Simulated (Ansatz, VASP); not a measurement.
Pt: VASP beside Ansatz

```
Pt
1.0
     2.77430    0.00000    0.00000
    -1.38715    2.40261    0.00000
     0.00000    0.00000   14.14181
Pt
6
Direct
  0.00000 0.00000 0.00000
  0.33333 0.66667 0.16592
  0.66667 0.33333 0.33193
  0.33333 0.66667 0.50000
  0.66667 0.33333 0.66807
  0.33333 0.66667 0.83408
```

Alike in both runs: functional PBE; k mesh 18 × 18 × 4; occupations gaussian, width 0.1 eV; no spin polarisation.

Ansatz relaxed the structure, and its values are those at the end. VASP's run is a single point on that final structure, the one shown.

|  | VASP | Ansatz |
| --- | --- | --- |
| version | VASP 6.6.1 | Ansatz 0.2.0 |
| potentials or method | VASP PAW PBE potentials, release 64 (Pt), cutoff 520 eV | scalar-relativistic, plane waves, PAW |
| valence electrons in the cell | 60 | 108 |

```csv
,VASP,Ansatz,Ansatz less VASP
gap on the k mesh at the Fermi level (eV),none,none,-
pressure (GPa),-0.5,0.0,+0.47
```

A gap of «none» marks a metal or a gap that the smearing closes. VASP's potentials hold 60 valence electrons a cell and Ansatz's 108, so a difference there can come from the potentials and not from the codes.

Neither program's run includes spin-orbit coupling.
